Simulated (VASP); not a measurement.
# TiO2 (R-3m) in VASP: further runs

Runs on TiO2. Level: PBE+D3(BJ)+U. Tasks: single point.

Program: VASP 6.6.1. These are calculated values, not measurements. Logs are shortened: lines on timing, memory, paths and dates and some standing lists are left out, and cuts for length are marked.

**1. The cell of the first run**

Symmetry: R-3m, No. 166, trigonal system. Conventional cell: a = 3.008 Å, b = 3.008 Å, c = 17.858 Å, α = 90.00°, β = 90.00°, γ = 120.00°. Within 2.8 Å of Ti (site symmetry -3m) lie 6 O at 2.09 Å. O (site symmetry 3m) has 3 Ti at 2.09 Å within 2.8 Å.

**2. Single point, PBE+D3(BJ)+U**

INCAR

```
SYSTEM = TiO2
PREC     = Accurate       ! precision mode
ENCUT    = 520            ! plane-wave cutoff, eV
EDIFF    = 1E-6           ! SCF threshold, eV
ISMEAR   = 0              ! smearing method
SIGMA    = 0.05           ! smearing width, eV
LREAL    = .FALSE.        ! projectors in reciprocal space
LASPH    = .TRUE.         ! aspherical terms in the spheres
NELM     = 150            ! most SCF steps
ALGO     = Normal         ! electronic algorithm
ISIF     = 2              ! what is computed and relaxed
LWAVE    = .FALSE.        ! write WAVECAR
LCHARG   = .FALSE.        ! write CHGCAR
LMAXMIX  = 4              ! l up to which the mixer works
LDAU     = .TRUE.         ! DFT+U
LDAUTYPE = 2            
LDAUL    = 2 -1           ! shell
LDAUU    = 4 0            ! U, eV
LDAUJ    = 0 0          
LDAUPRINT= 1            
GGA      = PE             ! functional
IVDW     = 12             ! dispersion correction
NBANDS   = 19             ! bands
```

KPOINTS

```
Automatic mesh
0
G
  9 9 9
  0 0 0
```

POSCAR

```
TiO2
1.0
    1.5040433916      0.8683598570      5.9525666667
   -1.5040433916      0.8683598570      5.9525666667
    0.0000000000     -1.7367197141      5.9525666667
Ti O
1 2
Direct
    0.0000000000      0.0000000000      0.0000000000
    0.6017580785      0.6017580785      0.6017580785
    0.3982419215      0.3982419215      0.3982419215
```

Potentials or basis: VASP PAW PBE potentials, release 64 (Ti_sv, O).

Started as:

```bash
$ cat potpaw_PBE.64/Ti_sv/POTCAR potpaw_PBE.64/O/POTCAR > POTCAR
$ mpirun -np 1 vasp_std > vasp.out
```

OUTCAR:

```text
SYSTEM = TiO2
   PREC = Accurate
   ENCUT = 520
   EDIFF = 1E-6
   ISMEAR = 0
   LREAL = .FALSE.
   LASPH = .TRUE.
   NELM = 150
   ISIF = 2
   GGA = PE
   IVDW = 12
 IVDW          = 12

 ion  position               nearest neighbor table
   1  0.000  0.000  0.000-   2 2.09   2 2.09   3 2.09   3 2.09   2 2.09   3 2.09
   2  0.602  0.602  0.602-   1 2.09   1 2.09   1 2.09
   3  0.398  0.398  0.398-   1 2.09   1 2.09   1 2.09

  LATTYP: Found a trigonal (rhomboedric) cell.
 ALAT       =     6.2007455428
 COS(alpha) =     0.8823307710

  Lattice vectors:

 A1 = (   1.5040433916,   0.8683598570,   5.9525666667)
 A2 = (  -1.5040433916,   0.8683598570,   5.9525666667)
 A3 = (   0.0000000000,  -1.7367197141,   5.9525666667)

Analysis of symmetry for initial positions (statically):
=====================================================================
 Subroutine PRICEL returns:
 Original cell was already a primitive cell.

 Routine SETGRP: Setting up the symmetry group for a
 trigonal (rhombohedral) supercell.

 Subroutine GETGRP returns: Found 12 space group operations
 (whereof 12 operations were pure point group operations)
 out of a pool of 12 trial point group operations.

The static configuration has the point symmetry D_3d.

Analysis of symmetry for dynamics (positions and initial velocities):
=====================================================================
 Subroutine PRICEL returns:
 Original cell was already a primitive cell.

 Routine SETGRP: Setting up the symmetry group for a
 trigonal (rhombohedral) supercell.

 Subroutine GETGRP returns: Found 12 space group operations
 (whereof 12 operations were pure point group operations)
 out of a pool of 12 trial point group operations.

The dynamic configuration has the point symmetry D_3d.

 Subroutine INISYM returns: Found 12 space group operations
 (whereof 12 operations are pure point group operations),
 and found     1 'primitive' translations

----------------------------------------------------------------------------------------

                                     Primitive cell

  volume of cell :      46.6461

  direct lattice vectors                    reciprocal lattice vectors
     1.504043392  0.868359857  5.952566667     0.332437217  0.191932717  0.055998253
    -1.504043392  0.868359857  5.952566667    -0.332437217  0.191932717  0.055998253
     0.000000000 -1.736719714  5.952566667     0.000000000 -0.383865434  0.055998253

  length of vectors
     6.200745543  6.200745543  6.200745543     0.387928441  0.387928441  0.387928441

  position of ions in fractional coordinates (direct lattice)
     0.000000000  0.000000000  0.000000000
     0.601758078  0.601758078  0.601758078
     0.398241922  0.398241922  0.398241922

  ion indices of the primitive-cell ions
   primitive index   ion index
                 1           1
                 2           2
                 3           3

----------------------------------------------------------------------------------------

 KPOINTS: Automatic mesh

Automatic generation of k-mesh.
 Grid dimensions read from file:
 generate k-points for:    9    9    9

 Generating k-lattice:

  Cartesian coordinates                     Fractional coordinates (reciprocal lattice)
     0.036937469  0.021325857  0.006222028     0.111111111  0.000000000  0.000000000
    -0.036937469  0.021325857  0.006222028     0.000000000  0.111111111  0.000000000
     0.000000000 -0.042651715  0.006222028     0.000000000  0.000000000  0.111111111

  Length of vectors
[... 42 lines left out ...]
   ions per type =               1   2
   NGX,Y,Z   is equivalent  to a cutoff of  12.87, 12.87, 12.87 a.u.
   NGXF,Y,Z  is equivalent  to a cutoff of  25.74, 25.74, 25.74 a.u.
 SYSTEM =  TiO2
   PREC   = accura    normal or accurate (medium, high low for compatibility)
   ISTART =      0    job   : 0-new  1-cont  2-samecut
   ICHARG =      2    charge: 1-file 2-atom 10-const
   ISPIN  =      1    spin polarized calculation?
   LNONCOLLINEAR =      F non collinear calculations
   LSORBIT =      F    spin-orbit coupling
   LASPH  =      T    aspherical Exc in radial PAW
   ENCUT  =  520.0 eV  38.22 Ry    6.18 a.u.  11.53 11.53 11.53*2*pi/ulx,y,z
   NELM   =    150;   NELMIN=  2; NELMDL= -5     # of ELM steps
   EDIFF  = 0.1E-05   stopping-criterion for ELM
   LREAL  =      F    real-space projection
   EDIFFG = 0.1E-04   stopping-criterion for IOM
   NSW    =      0    number of steps for IOM
   IBRION =     -1    ionic relax: 0-MD 1-quasi-New 2-CG
   NFREE  =      0    steps in history (QN), initial steepest desc. (CG)
   ISIF   =      2    stress and relaxation
   ISYM   =      2    0-nonsym 1-usesym 2-fastsym
   POTIM  = 0.5000    time-step for ionic-motion
   TEBEG  =    0.0;   TEEND  =   0.0 temperature during run
   PSTRESS=    0.0 pullay stress
   NELECT =      24.0000    total number of electrons
   NUPDOWN=      -1.0000    fix difference up-down
   EMIN   =  10.00;   EMAX   =-10.00  energy-range for DOS
   EFERMI =   0.00;   METHOD = LEGACY
   ISMEAR =     0;   SIGMA  =   0.05  broadening in eV -4-tet -1-fermi 0-gaus
   EFERMI_NEDOS =   21; number of points for ismear=-14 and -15
   IALGO  =     38    algorithm
   IMIX   =      4    mixing-type and parameters
     AMIX     =   0.40;   BMIX     =  1.00
     AMIX_MAG =   1.60;   BMIX_MAG =  1.00
  volume/ion in A,a.u.               =      15.55       104.93
  Fermi-wavevector in a.u.,A,eV,Ry     =   1.311817  2.478975 23.413786  1.720865
  Thomas-Fermi vector in A             =   2.442253
   LORBIT       =      0    0 simple, 1 ext, 2 COOP (PROOUT), +10 PAW based schemes
 LDA+U is selected, type is set to LDAUTYPE =  2
   angular momentum for each species LDAUL =     2   -1
   U (eV)           for each species LDAUU =   4.0  0.0
   J (eV)           for each species LDAUJ =   0.0  0.0
   GGA     = PE    functional components
   LHFCALC =     F    Hartree Fock is set to
   AEXX    =    0.0000 exact exchange contribution
   IVDW    =    12    specifies the selected vdW correction
   LEPSILON=     F    determine dielectric tensor
   LRPA    =     F    only Hartree local field effects (RPA)
 non-spin polarized calculation
 Gauss-broadening in eV      SIGMA  =   0.05
  energy-cutoff  :      520.00
  volume of cell :       46.65
 maximum number of plane-waves:      1291
 NGX is ok and might be reduce to    48
   NGX = 23   NGY = 23   NGZ = 23

atom =   1  type =  1  l = 2

 onsite density matrix

spin component  1

  0.1582 -0.0000 -0.0000 -0.0795 -0.0000
 -0.0000  0.1821 -0.0000 -0.0000 -0.0795
 -0.0000 -0.0000  0.0836  0.0000  0.0000
 -0.0795 -0.0000  0.0000  0.1821 -0.0000
 -0.0000 -0.0795  0.0000 -0.0000  0.1582

spin component  2

  0.1582 -0.0000 -0.0000 -0.0795 -0.0000
 -0.0000  0.1821 -0.0000 -0.0000 -0.0795
 -0.0000 -0.0000  0.0836  0.0000  0.0000
 -0.0795 -0.0000  0.0000  0.1821 -0.0000
 -0.0000 -0.0795  0.0000 -0.0000  0.1582

 occupancies and eigenvectors

  o =  0.0836  v =  0.0000  0.0000 -1.0000  0.0000  0.0000  0.0000  0.0000  0.0000  0.0000  0.0000      0.0000  0.0000  0.0000  0.0000  0.0000  0.0000  0.0000  0.0000  0.0000  0.0000
  o =  0.0836  v =  0.0000  0.0000  0.0000  0.0000  0.0000  0.0000  0.0000 -1.0000  0.0000  0.0000      0.0000  0.0000  0.0000  0.0000  0.0000  0.0000  0.0000  0.0000  0.0000  0.0000
  o =  0.0898  v =  0.0000  0.0000  0.0000  0.0000  0.0000 -0.7579  0.0000 -0.0000 -0.6523 -0.0000      0.0000  0.0000  0.0000  0.0000  0.0000  0.0000  0.0000  0.0000  0.0000  0.0000
  o =  0.0898  v = -0.7579  0.0000 -0.0000 -0.6523 -0.0000  0.0000  0.0000  0.0000  0.0000  0.0000      0.0000  0.0000  0.0000  0.0000  0.0000  0.0000  0.0000  0.0000  0.0000  0.0000
  o =  0.0898  v =  0.0000  0.6523  0.0000  0.0000  0.7579  0.0000  0.0000  0.0000  0.0000  0.0000      0.0000  0.0000  0.0000  0.0000  0.0000  0.0000  0.0000  0.0000  0.0000  0.0000
  o =  0.0898  v =  0.0000  0.0000  0.0000  0.0000  0.0000  0.0000  0.6523  0.0000  0.0000  0.7579      0.0000  0.0000  0.0000  0.0000  0.0000  0.0000  0.0000  0.0000  0.0000  0.0000
  o =  0.2505  v =  0.6523  0.0000 -0.0000 -0.7579 -0.0000  0.0000  0.0000  0.0000  0.0000  0.0000      0.0000  0.0000  0.0000  0.0000  0.0000  0.0000  0.0000  0.0000  0.0000  0.0000
  o =  0.2505  v =  0.0000  0.0000  0.0000  0.0000  0.0000  0.6523  0.0000 -0.0000 -0.7579 -0.0000      0.0000  0.0000  0.0000  0.0000  0.0000  0.0000  0.0000  0.0000  0.0000  0.0000
  o =  0.2505  v =  0.0000 -0.7579  0.0000  0.0000  0.6523  0.0000  0.0000  0.0000  0.0000  0.0000      0.0000  0.0000  0.0000  0.0000  0.0000  0.0000  0.0000  0.0000  0.0000  0.0000
  o =  0.2505  v =  0.0000  0.0000  0.0000  0.0000  0.0000  0.0000 -0.7579  0.0000  0.0000  0.6523      0.0000  0.0000  0.0000  0.0000  0.0000  0.0000  0.0000  0.0000  0.0000  0.0000

 number of electron      24.0000000 magnetization

 Free energy of the ion-electron system (eV)
  ---------------------------------------------------
  ext. energy  EPLUGINS =         0.00000000
  ---------------------------------------------------
  free energy    TOTEN  =       -23.24053840 eV

  energy without entropy =      -23.24053840  energy(sigma->0) =      -23.24053840

 E-fermi :   0.4592     XC(G=0):  -8.9125

 val. band max:        0.1811817920   @ k =  -0.1111   0.1111   0.0000
 cond. band min:       2.7764078087   @ k =   0.4444   0.4444   0.0000
 fundamental gap:      2.5952260168
 Fermi energy:         0.4591916941

 k-point     1 :       0.0000    0.0000    0.0000
  band No.  band energies     occupation
      1     -57.5481      2.00000
      2     -33.6775      2.00000
      3     -33.4938      2.00000
      4     -33.4938      2.00000
      5     -16.6442      2.00000
      6     -15.5443      2.00000
[... 505 lines left out ...]
      6     -15.4805      2.00000
[... 11 lines left out ...]
     18      11.1802      0.00000
     19      12.4846      0.00000

 [... further k-points ...]

------------------------ aborting loop because EDIFF is reached ----------------------------------------

 Edisp (eV)   -0.47701

 E8    (eV) :    -0.1853

  FORCE on cell =-STRESS in cart. coord.  units (eV):
  Direction    XX          YY          ZZ          XY          YZ          ZX
  --------------------------------------------------------------------------------------
  -------------------------------------------------------------------------------------
  Total      -2.55688    -2.55688    -7.48685     0.00000     0.00000     0.00000
  in kB     -87.82239   -87.82239  -257.15434     0.00000     0.00000     0.00000
  external pressure =     -144.27 kB  Pullay stress =        0.00 kB

 VOLUME and BASIS-vectors are now :
 -----------------------------------------------------------------------------
  energy-cutoff  :      520.00
  volume of cell :       46.65
      direct lattice vectors                 reciprocal lattice vectors
     1.504043392  0.868359857  5.952566667     0.332437217  0.191932717  0.055998253
    -1.504043392  0.868359857  5.952566667    -0.332437217  0.191932717  0.055998253
     0.000000000 -1.736719714  5.952566667     0.000000000 -0.383865434  0.055998253

 POSITION                                       TOTAL-FORCE (eV/Angst)
 -----------------------------------------------------------------------------------
      0.00000      0.00000      0.00000         0.000000      0.000000      0.000000
      0.00000     -0.00000     10.74602         0.000000     -0.000000      3.052008
      0.00000     -0.00000      7.11168         0.000000      0.000000     -3.052008
 -----------------------------------------------------------------------------------
    total drift:                               -0.000000     -0.000000      0.000000

  FREE ENERGIE OF THE ION-ELECTRON SYSTEM (eV)
  ---------------------------------------------------
  free  energy   TOTEN  =       -23.7175474236 eV

  energy  without entropy=      -23.7175474236  energy(sigma->0) =      -23.71754742
```

Wall time 2.8 min (1 thread of Intel Xeon 6975P-C (Granite Rapids), shared host); peak memory 0.34 GiB.

Results:

- Free energy: -23.7175 eV
- Pressure: -14.4 GPa
- Largest force: 3.052 eV/Å
- Band gap on the k mesh: 2.60 eV, indirect (least direct gap 2.95 eV)
- Dispersion energy per atom: -0.159 eV

Forces in eV/Å, atoms in the order of the input:
```
Ti   0.000  0.000  0.000
O    0.000  0.000  3.052
O    0.000  0.000 -3.052
```

Stress tensor (GPa, compression positive):
```
 -8.78   0.00   0.00
  0.00  -8.78   0.00
  0.00   0.00 -25.72
```

Levels at points of the mesh, in eV from the valence-band top:
| k point | band 8 | band 9 | band 10 | band 11 | band 12 | band 13 | band 14 | band 15 | band 16 | band 17 |
| --- | --- | --- | --- | --- | --- | --- | --- | --- | --- | --- |
| (0.00, 0.00, 0.00) | -2.40 | -2.40 | -0.32 | -0.02 | -0.02 | 2.98 | 2.98 | 3.84 | 5.40 | 5.40 |

Eigenvalues of the final occupation matrices:
```tsv
site	spin	trace	eigenvalues
site 1 d	1	0.76	0.08 0.09 0.09 0.25 0.25
site 1 d	2	0.76	0.08 0.09 0.09 0.25 0.25
```

Caveat: forces of over 1 eV/Å act on the atoms, so gaps and moduli don't describe the material at rest.

**3. Single point, PBE+D3(BJ)+U**

This run uses another cell than the first one, of 15.69 Å³/atom, 1.009 times its volume.

INCAR

```
ALGO     = Normal         # electronic algorithm
EDIFF    = 1E-7           # SCF threshold, eV
ENCUT    = 520            # plane-wave cutoff, eV
GGA      = PE             # functional
ISIF     = 2              # what is computed and relaxed
ISMEAR   = 0              # smearing method
IVDW     = 12             # dispersion correction
LASPH    = T              # aspherical terms in the spheres
LCHARG   = F              # write CHGCAR
LDAU     = T              # DFT+U
LDAUJ    = 0 0          
LDAUL    = 2 -1           # shell
LDAUPRINT= 1            
LDAUTYPE = 2            
LDAUU    = 4 0            # U, eV
LMAXMIX  = 4              # l up to which the mixer works
LREAL    = F              # projectors in reciprocal space
LWAVE    = F              # write WAVECAR
NBANDS   = 19             # bands
NELM     = 150            # most SCF steps
PREC     = Accurate       # precision mode
SIGMA    = 0.05           # smearing width, eV
```

KPOINTS

```
k-points
0
Gamma
  9 9 9
```

POSCAR

```
TiO2
1.0
    1.6093500000      0.9291586557      5.2476666667
   -1.6093500000      0.9291586557      5.2476666667
    0.0000000000     -1.8583173115      5.2476666667
Ti O
1 2
Direct
    0.0000000000      0.0000000000      0.0000000000
    0.6017580785      0.6017580785      0.6017580785
    0.3982419215      0.3982419215      0.3982419215
```

Potentials or basis: VASP PAW PBE potentials, release 64 (Ti_sv, O).

Started as:

```bash
$ cat potpaw_PBE.64/Ti_sv/POTCAR potpaw_PBE.64/O/POTCAR > POTCAR
$ mpirun -np 1 vasp_std > vasp.out
```

Wall time 2.8 min (1 thread of Intel Xeon 6975P-C (Granite Rapids), shared host); peak memory 0.3 GiB.

The run converged. Its results:

```yaml
Free_energy: -23.7295 eV
Pressure: -22.1 GPa
Largest_force: 1.894 eV/Å
Band_gap_on_the_k_mesh: 2.40 eV, indirect (least direct gap 2.61 eV)
Dispersion_energy_per_atom: -0.156 eV
```

Forces in eV/Å, atoms in the order of the input:
```
Ti   0.000  0.000  0.000
O    0.000  0.000  1.894
O    0.000  0.000 -1.894
```

Stress tensor (GPa, compression positive):
```
-26.15   0.00   0.00
  0.00 -26.15   0.00
  0.00   0.00 -13.99
```

Levels at points of the mesh, in eV from the valence-band top:
| k point | band 8 | band 9 | band 10 | band 11 | band 12 | band 13 | band 14 | band 15 | band 16 | band 17 |
| --- | --- | --- | --- | --- | --- | --- | --- | --- | --- | --- |
| (0.00, 0.00, 0.00) | -3.13 | -3.13 | -0.55 | -0.55 | -0.21 | 2.40 | 2.40 | 3.45 | 5.05 | 5.05 |

Eigenvalues of the final occupation matrices:
| site | spin | trace | eigenvalues |
| --- | --- | --- | --- |
| site 1 d | 1 | 0.72 | 0.08 0.08 0.08 0.24 0.24 |
| site 1 d | 2 | 0.72 | 0.08 0.08 0.08 0.24 0.24 |

Caveat: forces of over 1 eV/Å act on the atoms, so gaps and moduli don't describe the material at rest. A k mesh can miss the band edges.

**4. Single point, PBE+D3(BJ)+U**

This run uses another cell than the first one, of 16.03 Å³/atom, 1.031 times its volume.

INCAR

```
SYSTEM = TiO2
  ALGO = Normal
  EDIFF = 1E-6
  ENCUT = 520
  GGA = PE
  ISIF = 2
  ISMEAR = 0
  IVDW = 12
  LASPH = .TRUE.
  LCHARG = .FALSE.
  LDAU = .TRUE.
  LDAUJ = 0 0
  LDAUL = 2 -1
  LDAUPRINT = 1
  LDAUTYPE = 2
  LDAUU = 4 0
  LMAXMIX = 4
  LREAL = .FALSE.
  LWAVE = .FALSE.
  NBANDS = 19
  NELM = 150
  PREC = Accurate
  SIGMA = 0.05
```

KPOINTS

```
k-points
0
G
  9 9 9
  0 0 0
```

POSCAR

```
TiO2
1.0
    1.5742500000      0.9088936613      5.6001000000
   -1.5742500000      0.9088936613      5.6001000000
    0.0000000000     -1.8177873226      5.6001000000
Ti O
1 2
Direct
    0.0000000000      0.0000000000      0.0000000000
    0.6017580785      0.6017580785      0.6017580785
    0.3982419215      0.3982419215      0.3982419215
```

Started as:

```bash
$ cat potpaw_PBE.64/Ti_sv/POTCAR potpaw_PBE.64/O/POTCAR > POTCAR
$ mpirun -np 1 vasp_std > vasp.out
```

Run time: 2.7 min. Hardware: 1 thread of Intel Xeon 6975P-C (Granite Rapids), shared host; peak memory 0.36 GiB.

The run converged. Its results:

```yaml
Free_energy: -23.7162 eV
Pressure: -20.7 GPa
Largest_force: 2.547 eV/Å
Band_gap_on_the_k_mesh: 2.54 eV, indirect (least direct gap 2.71 eV)
Dispersion_energy_per_atom: -0.153 eV
```

Forces on the atoms (eV/Å):
```
Ti   0.000  0.000  0.000
O    0.000  0.000  2.547
O    0.000  0.000 -2.547
```

Stress tensor (GPa, compression positive):
```
-21.21   0.00   0.00
  0.00 -21.21   0.00
  0.00   0.00 -19.78
```

Levels at points of the mesh, in eV from the valence-band top:
```tsv
k point	band 9	band 10	band 11	band 12	band 13	band 14	band 15	band 16
(0.00, 0.00, 0.00)	-2.78	-0.34	-0.34	-0.24	2.60	2.60	3.59	5.07
```

Eigenvalues of the final occupation matrices:
```tsv
site	spin	trace	eigenvalues
site 1 d	1	0.73	0.08 0.08 0.08 0.24 0.24
site 1 d	2	0.73	0.08 0.08 0.08 0.24 0.24
```

Caveat: forces of over 1 eV/Å act on the atoms, so gaps and moduli don't describe the material at rest.

**5. Overview**

| cell | gap on the mesh (eV) | pressure (GPa) | largest force (eV/Å) |
| --- | --- | --- | --- |
| a = 6.201 Å, angles 28.1°, 3 atoms | 2.60 | -14.4 | 3.05 |
| a = 5.567 Å, angles 33.6°, 3 atoms | 2.40 | -22.1 | 1.89 |
| a = 5.888 Å, angles 31.0°, 3 atoms | 2.54 | -20.7 | 2.55 |

Alike in all rows: task single point; level PBE+D3(BJ)+U; potentials or basis VASP PAW PBE potentials, release 64 (Ti_sv, O); no spin polarisation; Ti d U = 4.0 eV; k mesh 9 × 9 × 9; cutoff (eV) 520; smearing gaussian 0.05 eV.

Caveats: forces of over 1 eV/Å act on the atoms, so gaps and moduli don't describe the material at rest.

Absolute energies hang on the potentials; compare differences alone.
